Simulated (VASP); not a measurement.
Input of a VASP 6.6.1 run:

File INCAR:

```
PREC = Accurate
ENCUT = 520
EDIFF = 1E-6
ISMEAR = 0
SIGMA = 0.05
LREAL = False
LASPH = True
NELM = 60
ALGO = Normal
ISIF = 2
LWAVE = False
LCHARG = True
GGA = PE
LELF = True
LVHAR = True
NBANDS = 26
```

KPOINTS

```
regular mesh
0
Gamma
  6 6 6
```

File POSCAR:

```
SiC
1.0
    4.3480000000      0.0000000000      0.0000000000
    0.0000000000     -4.3480000000      0.0000000000
    0.0000000000      0.0000000000     -4.3480000000
Si C
4 4
Direct
    0.0000000000      0.5137994480      0.5000000000
    0.5000000000      0.0000000000      0.5000000000
    0.5000000000      0.5000000000      0.0000000000
    0.0000000000      0.0000000000      0.0000000000
    0.7500000000      0.7500000000      0.7500000000
    0.2500000000      0.2500000000      0.7500000000
    0.2500000000      0.7500000000      0.2500000000
    0.7500000000      0.2500000000      0.2500000000
```

Potentials or basis: VASP PAW PBE potentials, release 64 (Si, C).

Launch:

```sh
$ cat potpaw_PBE.64/Si/POTCAR potpaw_PBE.64/C/POTCAR > POTCAR
$ mpirun -np 1 vasp_std > vasp.out
```

**Question.** Estimate the largest force.

**Answer.** 1.546 eV/Å.

**Question.** Estimate the pressure.

**Answer.** 4.9 GPa.

Stress tensor (GPa, compression positive):
```
4.98 0.00 1.03
0.00 4.75 0.00
1.03 0.00 4.98
```

Caveat: the cell differs from its parent crystal (atom 1 (Si) moved -0.060 Å along Cartesian [0 1 0]); forces of over 1 eV/Å act on the atoms, so gaps and moduli don't describe the material at rest.
